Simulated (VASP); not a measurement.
Write the native input for VASP 6.6.1 that does the following.

| Quantity | Value |
| --- | --- |
| Task | relaxation of cell and atoms |
| Functional | PBE |
| Potentials or basis | VASP PAW PBE potentials, release 64 (Ti_sv, Sn_d, S) |
| Cutoff | 600 eV |
| k mesh | 6 × 6 × 8 |
| Occupations | gaussian, width 0.1 eV |
| Spin | no spin polarisation |
| Dipole correction | no |
| Further INCAR settings | ALGO = Normal; EDIFF = 1e-07; IBRION = 2; EDIFFG = -0.01; NSW = 100; ISIF = 3 |

The structure of TiSnS4 lies in POSCAR:

```
TiSnS4
1.0
    4.1607558494     -4.1999957459      0.0000000000
    4.1607558494      4.1999957459      0.0000000000
    0.0000000000      0.0000000000      3.7761091569
Ti Sn S
1 1 4
Direct
    0.5000000000      0.5000000000      0.5000000000
    0.0000000000      0.0000000000      0.0000000000
    0.6830485130      0.3169514870      0.0000000000
    0.2052222078      0.2052222078      0.5000000000
    0.7947777922      0.7947777922      0.5000000000
    0.3169514870      0.6830485130      0.0000000000
```

The cell was generated, and may not be a known phase.

The input as run:

INCAR

```
ALGO = Normal
EDIFF = 1E-7
EDIFFG = -0.01
ENCUT = 600
GGA = PE
IBRION = 2
ISIF = 3
ISMEAR = 0
LASPH = T
LCHARG = F
LREAL = F
LWAVE = F
NELM = 60
NSW = 100
PREC = Accurate
SIGMA = 0.1
```

KPOINTS

```
k-points
0
Gamma
  6 6 8
```

Potentials or basis: VASP PAW PBE potentials, release 64 (Ti_sv, Sn_d, S).

Command:

```console
$ cat potpaw_PBE.64/Ti_sv/POTCAR potpaw_PBE.64/Sn_d/POTCAR potpaw_PBE.64/S/POTCAR > POTCAR
$ mpirun -np 1 vasp_std > vasp.out
```

It gave:

```yaml
Relaxed_volume: 21.93 Å³/atom
Relaxed_cell: a = 5.983 Å, b = 5.983 Å, c = 3.675 Å, α = 90.00°, β = 90.00°, γ = 90.85°
Space_group_after_relaxing_to_0.1_Å: Cmmm (No. 65)
Energy_gained_by_relaxing: 4.8 meV/atom
Ionic_steps: 6
Pressure_after_relaxing: 0.0 GPa
Largest_force_after_relaxing: 0.006 eV/Å
Band_gap_on_the_k_mesh: zero (bands 25 and 26 overlap by 0.38 eV)
```

Caveat: spin-orbit coupling is left out, which moves the levels of the heavy elements.

Wall time 10 min on 1 thread of Intel(R) Xeon(R) 6975P-C (Granite Rapids), with other jobs on the host, peak memory 0.48 GiB.
